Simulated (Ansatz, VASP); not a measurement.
# One calculation of AlN, two programs

```
Al N
1.0
     3.41024    0.00000    0.00000
    -1.70512    2.95335    0.00000
     0.00000    0.00000    4.34567
Al N
2 2
Direct
  0.33333 0.66667 0.75000
  0.66667 0.33333 0.25000
  0.33333 0.66667 0.25000
  0.66667 0.33333 0.75000
```

Alike in both runs: task single point; functional PBEsol; k mesh 9 × 9 × 6; occupations gaussian, width 0.05 eV; no spin polarisation.

|  | VASP | Ansatz |
| --- | --- | --- |
| version | VASP 6.6.1 | Ansatz 0.2.0 |
| potentials or method | VASP PAW PBE potentials, release 64 (Al, N), cutoff 520 eV | scalar-relativistic, plane waves, PAW |
| valence electrons in the cell | 16 | 16 |

Ansatz gave:

```
gap on the k mesh at the Fermi level (eV)                     : 2.45
least direct gap on the mesh (eV)                             : 2.45
pressure (GPa)                                                : -19.2
traceless stress, the component that is largest in VASP (GPa) : 1.32
```

Problem. Which values does VASP return?

Solution. gap on the k mesh at the Fermi level (eV): 2.45; least direct gap on the mesh (eV): 2.45; pressure (GPa): -19.2; traceless stress, the component that is largest in VASP (GPa): 1.31.

VASP's potentials were made for PBE, not for PBEsol, and Ansatz warns of the same on its side.
